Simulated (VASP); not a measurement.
# H (P6_3/mmc) in VASP: further runs, part 2 of 2

VASP 6.6.1. Earlier steps stand in the parts before.

### 3 Single point, PBEsol

This run uses another cell than the first one, of 5.69 Å³/atom.

The input, INCAR:

```
PREC = Accurate
ENCUT = 500
EDIFF = 1E-6
ISMEAR = -1
SIGMA = 0.03
LREAL = False
LASPH = True
NELM = 120
ALGO = Normal
ISIF = 2
LWAVE = False
LCHARG = False
GGA = PS
NBANDS = 8
GGA_COMPAT = False
```

The input, KPOINTS:

```
Automatic mesh
0
Gamma
  13 13 7
```

The input, POSCAR:

```
H
1.0
    2.0149994853      0.0000000000      0.0000000000
   -1.0074997427      1.7450407429      0.0000000000
    0.0000000000      0.0000000000      3.2370000000
H
2
Direct
    0.3333333333      0.6666666667      0.2500000000
    0.6666666667      0.3333333333      0.7500000000
```

Potentials or basis: VASP PAW PBE potentials, release 64 (H).

Launch:

```sh
> cat potpaw_PBE.64/H/POTCAR > POTCAR
> mpirun -np 1 vasp_std > vasp.out
```

It took 3.8 s on 1 thread of Intel Xeon Platinum 8259CL at 2.50GHz (Skylake/Cascade Lake), shared host; peak memory 0.12 GiB.

The run converged. Its results:

- Free energy: -3.7374 eV
- Pressure: -25.6 GPa
- Band gap on the k mesh: zero (bands 1 and 2 overlap by 8.81 eV)

Stress tensor (GPa, compression positive):
```
-24.52   0.00   0.00
  0.00 -24.52   0.00
  0.00   0.00 -27.68
```

Levels at points of the mesh, in eV from the Fermi level:
| k point | band 1 | band 2 | band 3 | band 4 | band 5 |
| --- | --- | --- | --- | --- | --- |
| (0.00, 0.00, 0.00) | -9.98 | 0.72 | 8.03 | 33.63 | 34.02 |

Caveat: the cell stands under tension; the atoms stand far beyond bonding distance, and open shells without spin polarisation read as a metal; the PAW data sets were made with another functional, which shifts forces and pressure a little.

### 4 Single point, PBE

This run uses another cell than the first one, of 5.69 Å³/atom.

The input, INCAR:

```
ALGO     = Normal         # electronic algorithm
EDIFF    = 1E-6           # SCF threshold, eV
ENCUT    = 500            # plane-wave cutoff, eV
GGA      = PE             # functional
GGA_COMPAT= False        
ISIF     = 2              # what is computed and relaxed
ISMEAR   = -1             # smearing method
LASPH    = True           # aspherical terms in the spheres
LCHARG   = False          # write CHGCAR
LREAL    = False          # projectors in reciprocal space
LWAVE    = False          # write WAVECAR
NBANDS   = 8              # bands
NELM     = 120            # most SCF steps
PREC     = Accurate       # precision mode
SIGMA    = 0.03           # smearing width, eV
```

The input, KPOINTS:

```
k-points
0
Gamma
  13 13 7
```

POSCAR is that of step 3.

Launch:

```sh
> cat potpaw_PBE.64/H/POTCAR > POTCAR
> mpirun -np 1 vasp_std > vasp.out
```

It took 3.8 s on 1 thread of Intel Xeon Platinum 8259CL at 2.50GHz (Skylake/Cascade Lake), shared host; peak memory 0.11 GiB.

Results (log left out):

* Free energy: -3.6485 eV
* Pressure: -23.9 GPa
* Band gap on the k mesh: zero (bands 1 and 2 overlap by 8.65 eV)

Stress tensor (GPa, compression positive):
```
-22.58   0.00   0.00
  0.00 -22.58   0.00
  0.00   0.00 -26.55
```

Levels at points of the mesh, in eV from the Fermi level:
```tsv
k point	band 1	band 2	band 3	band 4	band 5
(0.00, 0.00, 0.00)	-9.89	0.67	8.28	33.47	34.04
```

Caveat: the cell stands under tension; the atoms stand far beyond bonding distance, and open shells without spin polarisation read as a metal.

### 5 Single point, r2SCAN

This run uses another cell than the first one, of 5.69 Å³/atom.

POSCAR is that of step 4.

The input, INCAR.step1:

```
PREC     = Accurate       # precision mode
ENCUT    = 550            # plane-wave cutoff, eV
ISMEAR   = -1             # smearing method
SIGMA    = 0.03           # smearing width, eV
LREAL    = False          # projectors in reciprocal space
LASPH    = True           # aspherical terms in the spheres
NELM     = 120            # most SCF steps
NBANDS   = 8              # bands
GGA      = PE             # functional
ALGO     = Normal         # electronic algorithm
EDIFF    = 1E-5           # SCF threshold, eV
LWAVE    = True           # write WAVECAR
LCHARG   = False          # write CHGCAR
GGA_COMPAT= False
```

The input, INCAR.step2:

```
PREC     = Accurate       # precision mode
ENCUT    = 550            # plane-wave cutoff, eV
EDIFF    = 1E-6           # SCF threshold, eV
ISMEAR   = -1             # smearing method
SIGMA    = 0.03           # smearing width, eV
LREAL    = False          # projectors in reciprocal space
LASPH    = True           # aspherical terms in the spheres
NELM     = 120            # most SCF steps
ALGO     = Normal         # electronic algorithm
ISIF     = 2              # what is computed and relaxed
LWAVE    = False          # write WAVECAR
LCHARG   = False          # write CHGCAR
METAGGA  = R2SCAN         # meta-GGA
LMIXTAU  = True         
NBANDS   = 8              # bands
ISTART   = 1            
GGA_COMPAT= False
```

The input, KPOINTS:

```
Automatic mesh
0
Gamma
  13 13 7
```

Potentials or basis: VASP PAW PBE potentials, release 64 (H).

Launch:

```sh
> cat potpaw_PBE.64/H/POTCAR > POTCAR
> cp INCAR.step1 INCAR
> mpirun -np 1 vasp_std > vasp.out
> cp INCAR.step2 INCAR
> mpirun -np 1 vasp_std > vasp.out
```

OUTCAR:

```text
PREC = Accurate
   ENCUT = 550
   EDIFF = 1E-6
   ISMEAR = -1
   LREAL = False
   LASPH = True
   NELM = 120
   ISIF = 2
   METAGGA = R2SCAN
   ISTART = 1

 ion  position               nearest neighbor table
   1  0.333  0.667  0.250-
   2  0.667  0.333  0.750-

  LATTYP: Found a hexagonal cell.
 ALAT       =     2.0149994853
 C/A-ratio  =     1.6064520232

  Lattice vectors:

 A1 = (   2.0149994853,   0.0000000000,   0.0000000000)
 A2 = (  -1.0074997427,   1.7450407429,   0.0000000000)
 A3 = (   0.0000000000,   0.0000000000,   3.2370000000)

Analysis of symmetry for initial positions (statically):
=====================================================================
 Subroutine PRICEL returns:
 Original cell was already a primitive cell.

 Routine SETGRP: Setting up the symmetry group for a
 hexagonal supercell.

 Subroutine GETGRP returns: Found 24 space group operations
 (whereof 12 operations were pure point group operations)
 out of a pool of 24 trial point group operations.

The static configuration has the point symmetry D_3d.
[... 166 lines left out ...]
 cond. band min:      -1.2971501861   @ k =   0.2308   0.0769   0.2857
 fundamental gap:      0.0224020196
 Fermi energy:        -1.3150180209

 k-point     1 :       0.0000    0.0000    0.0000
  band No.  band energies     occupation
      1     -11.8838      2.00000
      2      -0.5812      0.00000
      3       7.4697      0.00000
      4      34.8814      0.00000
      5      35.1913      0.00000
      6      41.8526      0.00000
      7      41.8527      0.00000
      8      43.8799      0.00000
[... 243 lines left out ...]
 k-point    24 :       0.1538    0.0000    0.1429
  band No.  band energies     occupation
      1     -10.4184      2.00000
      2      -1.0621      0.00044
      3      10.7052      0.00000
      4      26.2657      0.00000
      5      30.0227      0.00000
      6      36.4095      0.00000
      7      38.2863      0.00000
      8      42.2103      0.00000

 [... further k-points ...]

------------------------ aborting loop because EDIFF is reached ----------------------------------------

  FORCE on cell =-STRESS in cart. coord.  units (eV):
  Direction    XX          YY          ZZ          XY          YZ          ZX
  --------------------------------------------------------------------------------------
  -------------------------------------------------------------------------------------
  Total       -1.6164590     -1.6164590     -2.0446836      0.0000000      0.0000000      0.0000000
  in kB     -227.5370135   -227.5370135   -287.8150442      0.0000000      0.0000000      0.0000000
  external PRESSURE =    -247.6296904 kB  Pullay stress =       0.0000000 kB

 VOLUME and BASIS-vectors are now :
 -----------------------------------------------------------------------------
  energy-cutoff  :      550.00
  volume of cell :       11.38
      direct lattice vectors                 reciprocal lattice vectors
     2.014999485  0.000000000  0.000000000     0.496278042  0.286526261  0.000000000
    -1.007499743  1.745040743  0.000000000     0.000000000  0.573052523  0.000000000
     0.000000000  0.000000000  3.237000000     0.000000000  0.000000000  0.308928020

 POSITION                                       TOTAL-FORCE (eV/Angst)
 -----------------------------------------------------------------------------------
     -0.00000      1.16336      0.80925         0.000000      0.000000      0.000000
      1.00750      0.58168      2.42775        -0.000000     -0.000000      0.000000
 -----------------------------------------------------------------------------------
    total drift:                               -0.000000      0.000000     -0.000000

  FREE ENERGIE OF THE ION-ELECTRON SYSTEM (eV)
  ---------------------------------------------------
  free  energy   TOTEN  =        -3.4976600047 eV

  energy  without entropy=       -3.4957616161  energy(sigma->0) =       -3.49671081
```

OSZICAR.step1:

```text
N       E                     dE             d eps       ncg     rms          rms(c)
DAV:   1    -0.301386667549E+01   -0.30139E+01   -0.90276E+02  1408   0.201E+02
DAV:   2    -0.364250316955E+01   -0.62864E+00   -0.60281E+00  1832   0.117E+01
DAV:   3    -0.364509328698E+01   -0.25901E-02   -0.25836E-02  1520   0.722E-01
DAV:   4    -0.364509346396E+01   -0.17698E-06   -0.17694E-06  2024   0.627E-03
DAV:   5    -0.364509346397E+01   -0.46825E-11   -0.56532E-11  1432   0.171E-05    0.549E-01
DAV:   6    -0.364691629477E+01   -0.18228E-02   -0.25815E-04  1608   0.925E-02    0.344E-01
DAV:   7    -0.364813269305E+01   -0.12164E-02   -0.67867E-04  1656   0.147E-01    0.155E-02
DAV:   8    -0.364814253768E+01   -0.98446E-05   -0.47395E-06  1648   0.177E-02
   1 F= -.36481425E+01 E0= -.36471592E+01  d E =-.196670E-02
```

It took 23 s on 1 thread of Intel Xeon Platinum 8259CL at 2.50GHz (Skylake/Cascade Lake), shared host; peak memory 0.12 GiB.

What came out:

```yaml
Free_energy: -3.4977 eV
Pressure: -24.8 GPa
Band_gap_on_the_k_mesh: zero (bands 1 and 2 overlap by 9.27 eV)
```

Caveat: the stress differs along the axes, from -29 to -23 GPa; the atoms stand far beyond bonding distance, and open shells without spin polarisation read as a metal; the PAW data sets were made with another functional, which shifts forces and pressure a little.

### 6 Summary

```tsv
level	potentials or basis	cell	cutoff (eV)	gap on the mesh (eV)	pressure (GPa)
LDA	VASP PAW LDA potentials, release 64 (H)	a = 2.042, b = 2.042, c = 3.280 Å, angles 90.0, 90.0, 120.0°, 2 atoms	500	none	-25.6
PBEsol	VASP PAW PBE potentials, release 64 (H)	a = 2.015, b = 2.015, c = 3.237 Å, angles 90.0, 90.0, 120.0°, 2 atoms	500	none	-25.6
PBE	VASP PAW PBE potentials, release 64 (H)	a = 2.015, b = 2.015, c = 3.237 Å, angles 90.0, 90.0, 120.0°, 2 atoms	500	none	-23.9
r2SCAN	VASP PAW PBE potentials, release 64 (H)	a = 2.015, b = 2.015, c = 3.237 Å, angles 90.0, 90.0, 120.0°, 2 atoms	550	none	-24.8
```

Alike in all rows: task single point; no spin polarisation; k mesh 13 × 13 × 7; smearing fermi-dirac 0.03 eV.

Caveats: the atoms stand far beyond bonding distance, and open shells without spin polarisation read as a metal; the cell stands under tension (at least some runs); the PAW data sets were made with another functional, which shifts forces and pressure a little (at least some runs); the stress differs along the axes, from -29 to -23 GPa (at least some runs).

Total energies depend on the potentials used, so only differences within one code and one set of settings carry meaning.

The gap in the log of VASP goes by the Fermi energy; the results here count the filled bands.